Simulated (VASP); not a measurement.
# Sn3Se (Pm-3m) in VASP: further runs, part 2 of 2

VASP 6.6.1.

## 3. Single point, PBEsol (27.19 Å³/atom)

This run uses another cell than the first one, of 27.19 Å³/atom.

INCAR reads:

```
PREC = Accurate ; ENCUT = 520
EDIFF = 1E-6 ; ISMEAR = -1
SIGMA = 0.05 ; LREAL = False
LASPH = True ; NELM = 100
ALGO = Normal ; ISIF = 2
LWAVE = False ; LCHARG = False
GGA = PS ; NBANDS = 32
```

KPOINTS reads:

```
regular mesh
0
Gamma
  6 6 6
```

POSCAR reads:

```
Sn3Se
1.0
    4.7732830874      0.0000000000      0.0000000000
    0.0000000000      4.7732830874      0.0000000000
    0.0000000000      0.0000000000      4.7732830874
Sn Se
3 1
Direct
    0.5000000000      0.5000000000      0.0000000000
    0.5000000000      0.0000000000      0.5000000000
    0.0000000000      0.5000000000      0.5000000000
    0.0000000000      0.0000000000      0.0000000000
```

Potentials or basis: VASP PAW PBE potentials, release 64 (Sn_d, Se).

The run is started by

```sh
$ cat potpaw_PBE.64/Sn_d/POTCAR potpaw_PBE.64/Se/POTCAR > POTCAR
$ mpirun -np 1 vasp_std > vasp.out
```

OUTCAR:

```text
PREC = Accurate
   ENCUT = 520
   EDIFF = 1E-6
   ISMEAR = -1
   LREAL = False
   LASPH = True
   NELM = 100
   ISIF = 2
   GGA = PS

 ion  position               nearest neighbor table
   1  0.500  0.500  0.000-   2 3.38   3 3.38   2 3.38   3 3.38   2 3.38   2 3.38   3 3.38   3 3.38

   2  0.500  0.000  0.500-   1 3.38   3 3.38   1 3.38   1 3.38   3 3.38   1 3.38   3 3.38   3 3.38

   3  0.000  0.500  0.500-   1 3.38   2 3.38   1 3.38   2 3.38   1 3.38   2 3.38   1 3.38   2 3.38

   4  0.000  0.000  0.000-

  LATTYP: Found a simple cubic cell.
 ALAT       =     4.7732830874

  Lattice vectors:

 A1 = (   4.7732830874,   0.0000000000,   0.0000000000)
 A2 = (   0.0000000000,   4.7732830874,   0.0000000000)
 A3 = (   0.0000000000,   0.0000000000,   4.7732830874)

Analysis of symmetry for initial positions (statically):
=====================================================================
 Subroutine PRICEL returns:
 Original cell was already a primitive cell.

 Routine SETGRP: Setting up the symmetry group for a
 simple cubic supercell.

 Subroutine GETGRP returns: Found 48 space group operations
 (whereof 48 operations were pure point group operations)
 out of a pool of 48 trial point group operations.

The static configuration has the point symmetry O_h .

Analysis of symmetry for dynamics (positions and initial velocities):
=====================================================================
 Subroutine PRICEL returns:
 Original cell was already a primitive cell.

 Routine SETGRP: Setting up the symmetry group for a
 simple cubic supercell.

 Subroutine GETGRP returns: Found 48 space group operations
 (whereof 48 operations were pure point group operations)
 out of a pool of 48 trial point group operations.

The dynamic configuration has the point symmetry O_h .

 Subroutine INISYM returns: Found 48 space group operations
 (whereof 48 operations are pure point group operations),
 and found     1 'primitive' translations

----------------------------------------------------------------------------------------

                                     Primitive cell

  volume of cell :     108.7556

  direct lattice vectors                    reciprocal lattice vectors
     4.773283087  0.000000000  0.000000000     0.209499412  0.000000000  0.000000000
     0.000000000  4.773283087  0.000000000     0.000000000  0.209499412  0.000000000
     0.000000000  0.000000000  4.773283087     0.000000000  0.000000000  0.209499412

  length of vectors
     4.773283087  4.773283087  4.773283087     0.209499412  0.209499412  0.209499412

  position of ions in fractional coordinates (direct lattice)
     0.500000000  0.500000000  0.000000000
     0.500000000  0.000000000  0.500000000
     0.000000000  0.500000000  0.500000000
     0.000000000  0.000000000  0.000000000

  ion indices of the primitive-cell ions
   primitive index   ion index
                 1           1
                 2           2
                 3           3
                 4           4

----------------------------------------------------------------------------------------

 KPOINTS: regular mesh

Automatic generation of k-mesh.
 Grid dimensions read from file:
 generate k-points for:    6    6    6

 Generating k-lattice:

  Cartesian coordinates                     Fractional coordinates (reciprocal lattice)
     0.034916569  0.000000000  0.000000000     0.166666667  0.000000000  0.000000000
     0.000000000  0.034916569  0.000000000     0.000000000  0.166666667  0.000000000
     0.000000000  0.000000000  0.034916569     0.000000000  0.000000000  0.166666667

  Length of vectors
     0.034916569  0.034916569  0.034916569

  Shift w.r.t. Gamma in fractional coordinates (k-lattice)
     0.000000000  0.000000000  0.000000000

 Subroutine IBZKPT returns following result:
 ===========================================

 Found     20 irreducible k-points:

 Following reciprocal coordinates:
            Coordinates               Weight
  0.000000  0.000000  0.000000      1.000000
  0.166667  0.000000  0.000000      6.000000
  0.333333  0.000000  0.000000      6.000000
  0.500000  0.000000  0.000000      3.000000
  0.166667  0.166667  0.000000     12.000000
  0.333333  0.166667  0.000000     24.000000
[... 12 lines left out ...]
  0.500000  0.500000  0.333333      6.000000
  0.500000  0.500000  0.500000      1.000000
   k-points           NKPTS =     20   k-points in BZ     NKDIM =     20   number of bands    NBANDS=     32
   number of dos      NEDOS =    301   number of ions     NIONS =      4
   total plane-waves  NPLWV =  46656
   dimension x,y,z NGX =    36 NGY =   36 NGZ =   36
   dimension x,y,z NGXF=    72 NGYF=   72 NGZF=   72
   ions per type =               3   1
   NGX,Y,Z   is equivalent  to a cutoff of  12.54, 12.54, 12.54 a.u.
   NGXF,Y,Z  is equivalent  to a cutoff of  25.08, 25.08, 25.08 a.u.
 SYSTEM =  unknown system
   PREC   = accura    normal or accurate (medium, high low for compatibility)
   ISTART =      0    job   : 0-new  1-cont  2-samecut
   ICHARG =      2    charge: 1-file 2-atom 10-const
   ISPIN  =      1    spin polarized calculation?
   LNONCOLLINEAR =      F non collinear calculations
   LSORBIT =      F    spin-orbit coupling
   LASPH  =      T    aspherical Exc in radial PAW
   ENCUT  =  520.0 eV  38.22 Ry    6.18 a.u.   8.88  8.88  8.88*2*pi/ulx,y,z
   NELM   =    100;   NELMIN=  2; NELMDL= -5     # of ELM steps
   EDIFF  = 0.1E-05   stopping-criterion for ELM
   LREAL  =      F    real-space projection
   EDIFFG = 0.1E-04   stopping-criterion for IOM
   NSW    =      0    number of steps for IOM
   IBRION =     -1    ionic relax: 0-MD 1-quasi-New 2-CG
   NFREE  =      0    steps in history (QN), initial steepest desc. (CG)
   ISIF   =      2    stress and relaxation
   ISYM   =      2    0-nonsym 1-usesym 2-fastsym
   POTIM  = 0.5000    time-step for ionic-motion
   TEBEG  =    0.0;   TEEND  =   0.0 temperature during run
   PSTRESS=    0.0 pullay stress
   NELECT =      48.0000    total number of electrons
   NUPDOWN=      -1.0000    fix difference up-down
   EMIN   =  10.00;   EMAX   =-10.00  energy-range for DOS
   EFERMI =   0.00;   METHOD = LEGACY
   ISMEAR =    -1;   SIGMA  =   0.05  broadening in eV -4-tet -1-fermi 0-gaus
   EFERMI_NEDOS =   21; number of points for ismear=-14 and -15
   IALGO  =     38    algorithm
   IMIX   =      4    mixing-type and parameters
     AMIX     =   0.40;   BMIX     =  1.00
     AMIX_MAG =   1.60;   BMIX_MAG =  1.00
  volume/ion in A,a.u.               =      27.19       183.48
  Fermi-wavevector in a.u.,A,eV,Ry     =   1.246440  2.355430 21.138184  1.553613
  Thomas-Fermi vector in A             =   2.380617
   LORBIT       =      0    0 simple, 1 ext, 2 COOP (PROOUT), +10 PAW based schemes
   GGA     = PS    functional components
   LHFCALC =     F    Hartree Fock is set to
   AEXX    =    0.0000 exact exchange contribution
   IVDW    =     0    specifies the selected vdW correction
   LEPSILON=     F    determine dielectric tensor
   LRPA    =     F    only Hartree local field effects (RPA)
 non-spin polarized calculation
  energy-cutoff  :      520.00
  volume of cell :      108.76
 maximum number of plane-waves:      3016
 NGX is ok and might be reduce to    36
   NGX = 17   NGY = 17   NGZ = 17

 number of electron      48.0000031 magnetization

 Free energy of the ion-electron system (eV)
  ---------------------------------------------------
  ext. energy  EPLUGINS =         0.00000000
  ---------------------------------------------------
  free energy    TOTEN  =       -16.49232251 eV

  energy without entropy =      -16.47178804  energy(sigma->0) =      -16.48205528

 E-fermi :   6.8453     XC(G=0): -10.2240

 val. band max:        6.8197541579   @ k =   0.0000   0.0000   0.0000
 cond. band min:       6.8737041598   @ k =   0.5000   0.1667   0.1667
 fundamental gap:      0.0539500019
 Fermi energy:         6.8452755874

 k-point     1 :       0.0000    0.0000    0.0000
  band No.  band energies     occupation
      1     -14.8136      2.00000
      2     -14.8136      2.00000
      3     -14.8136      2.00000
      4     -14.7958      2.00000
      5     -14.7958      2.00000
      6     -14.7613      2.00000
[... 689 lines left out ...]
     31      12.8221      0.00000
     32      13.6606      0.00000

------------------------ aborting loop because EDIFF is reached ----------------------------------------

  FORCE on cell =-STRESS in cart. coord.  units (eV):
  Direction    XX          YY          ZZ          XY          YZ          ZX
  --------------------------------------------------------------------------------------
  -------------------------------------------------------------------------------------
  Total       -2.3642077     -2.3642077     -2.3642077      0.0000000      0.0000000      0.0000000
  in kB      -34.8292912    -34.8292912    -34.8292912      0.0000000      0.0000000      0.0000000
  external PRESSURE =     -34.8292912 kB  Pullay stress =       0.0000000 kB

 VOLUME and BASIS-vectors are now :
 -----------------------------------------------------------------------------
  energy-cutoff  :      520.00
  volume of cell :      108.76
      direct lattice vectors                 reciprocal lattice vectors
     4.773283087  0.000000000  0.000000000     0.209499412  0.000000000  0.000000000
     0.000000000  4.773283087  0.000000000     0.000000000  0.209499412  0.000000000
     0.000000000  0.000000000  4.773283087     0.000000000  0.000000000  0.209499412

 POSITION                                       TOTAL-FORCE (eV/Angst)
 -----------------------------------------------------------------------------------
      2.38664      2.38664      0.00000         0.000000      0.000000      0.000000
      2.38664      0.00000      2.38664         0.000000      0.000000      0.000000
      0.00000      2.38664      2.38664         0.000000      0.000000      0.000000
      0.00000      0.00000      0.00000         0.000000      0.000000      0.000000
 -----------------------------------------------------------------------------------
    total drift:                                0.000000      0.000000      0.000000

  FREE ENERGIE OF THE ION-ELECTRON SYSTEM (eV)
  ---------------------------------------------------
  free  energy   TOTEN  =       -16.4923225141 eV

  energy  without entropy=      -16.4717880408  energy(sigma->0) =      -16.48205528
```

OSZICAR:

```text
N       E                     dE             d eps       ncg     rms          rms(c)
DAV:   1     0.445082202559E+03    0.44508E+03   -0.23801E+04  1352   0.217E+03
DAV:   2     0.423860064744E+02   -0.40270E+03   -0.39074E+03  1280   0.558E+02
DAV:   3    -0.140640361335E+02   -0.56450E+02   -0.54773E+02  1536   0.174E+02
DAV:   4    -0.165799748600E+02   -0.25159E+01   -0.25082E+01  1456   0.389E+01
DAV:   5    -0.166575989965E+02   -0.77624E-01   -0.77618E-01  1768   0.736E+00    0.344E+00
DAV:   6    -0.165119545496E+02    0.14564E+00   -0.21610E-01  1688   0.393E+00    0.199E+00
DAV:   7    -0.164961950154E+02    0.15760E-01   -0.70200E-02  1616   0.162E+00    0.882E-01
DAV:   8    -0.164924416691E+02    0.37533E-02   -0.11737E-02  1632   0.671E-01    0.127E-01
DAV:   9    -0.164923223760E+02    0.11929E-03   -0.13974E-03  1496   0.312E-01    0.448E-02
DAV:  10    -0.164923229859E+02   -0.60987E-06   -0.21175E-04  1656   0.147E-01    0.190E-02
DAV:  11    -0.164923224191E+02    0.56685E-06   -0.16322E-05  1568   0.326E-02    0.555E-03
DAV:  12    -0.164923225141E+02   -0.95029E-07   -0.14535E-06  1080   0.896E-03
   1 F= -.16492323E+02 E0= -.16482055E+02  d E =-.205345E-01
```

It took 90 s on 1 thread of Intel Xeon 8259CL, shared host; peak memory 0.23 GiB.

Results:

| Item | Value |
| --- | --- |
| Free energy | -16.4923 eV |
| Pressure | -3.5 GPa |
| Band gap on the k mesh | zero (bands 24 and 25 overlap by 2.22 eV) |

Caveat: the cell stands under tension; the PAW data sets were made with another functional, which shifts forces and pressure a little; spin-orbit coupling is left out, which moves the levels of the heavy elements.

## 4. Single point, PBEsol (27.72 Å³/atom)

This run uses another cell than the first one, of 27.72 Å³/atom.

INCAR reads:

```
PREC     = Accurate       # precision mode
ENCUT    = 520            # plane-wave cutoff, eV
EDIFF    = 1E-6           # SCF threshold, eV
ISMEAR   = -1             # smearing method
SIGMA    = 0.05           # smearing width, eV
LREAL    = F              # projectors in reciprocal space
LASPH    = T              # aspherical terms in the spheres
NELM     = 60             # most SCF steps
ALGO     = Normal         # electronic algorithm
ISIF     = 2              # what is computed and relaxed
LWAVE    = F              # write WAVECAR
LCHARG   = T              # write CHGCAR
GGA      = PS             # functional
LELF     = T              # ELF
LVHAR    = T            
NBANDS   = 32             # bands
```

KPOINTS is that of step 3.

POSCAR reads:

```
Sn3Se
1.0
    4.8042793006      0.0000000000      0.0000000000
    0.0000000000      4.8042793006      0.0000000000
    0.0000000000      0.0000000000      4.8042793006
Sn Se
3 1
Direct
    0.5000000000      0.5000000000      0.0000000000
    0.5000000000      0.0000000000      0.5000000000
    0.0000000000      0.5000000000      0.5000000000
    0.0000000000      0.0000000000      0.0000000000
```

The run is started by

```sh
$ cat potpaw_PBE.64/Sn_d/POTCAR potpaw_PBE.64/Se/POTCAR > POTCAR
$ mpirun -np 1 vasp_std > vasp.out
```

It took 59 s on 1 thread of Intel Xeon 8259CL, shared host; peak memory 0.23 GiB.

Results (log left out):

| Quantity | Value |
| --- | --- |
| Free energy | -16.4416 eV |
| Pressure | -4.2 GPa |
| Band gap on the k mesh | zero (bands 24 and 25 overlap by 2.16 eV) |

Levels at points of the mesh, in eV from the Fermi level:
```tsv
k point	band 21	band 22	band 23	band 24	band 25	band 26	band 27	band 28
(0.00, 0.00, 0.00)	-4.12	-4.12	-0.02	-0.02	-0.02	2.22	2.22	2.22
(0.50, 0.00, 0.00)	-3.09	-1.79	-1.67	-1.67	-0.07	1.74	1.96	2.11
(0.50, 0.50, 0.00)	-2.28	-2.02	-2.02	-0.68	0.13	0.13	0.13	3.01
(0.50, 0.50, 0.50)	-5.01	-5.01	-4.49	1.88	1.88	1.88	5.64	5.64
```

Caveat: the cell stands under tension; the PAW data sets were made with another functional, which shifts forces and pressure a little; spin-orbit coupling is left out, which moves the levels of the heavy elements.

## 5. Summary

| cell | gap on the mesh (eV) | pressure (GPa) |
| --- | --- | --- |
| a = 4.710 Å, 4 atoms | none | -1.7 |
| a = 4.773 Å, 4 atoms | none | -3.5 |
| a = 4.804 Å, 4 atoms | none | -4.2 |

Alike in all rows: task single point; level PBEsol; potentials or basis VASP PAW PBE potentials, release 64 (Sn_d, Se); no spin polarisation; k mesh 6 × 6 × 6; cutoff (eV) 520; smearing fermi-dirac 0.05 eV.

Caveats: the PAW data sets were made with another functional, which shifts forces and pressure a little; spin-orbit coupling is left out, which moves the levels of the heavy elements; the cell stands under tension (at least some runs).

Total energies depend on the potentials used, so only differences within one code and one set of settings carry meaning.
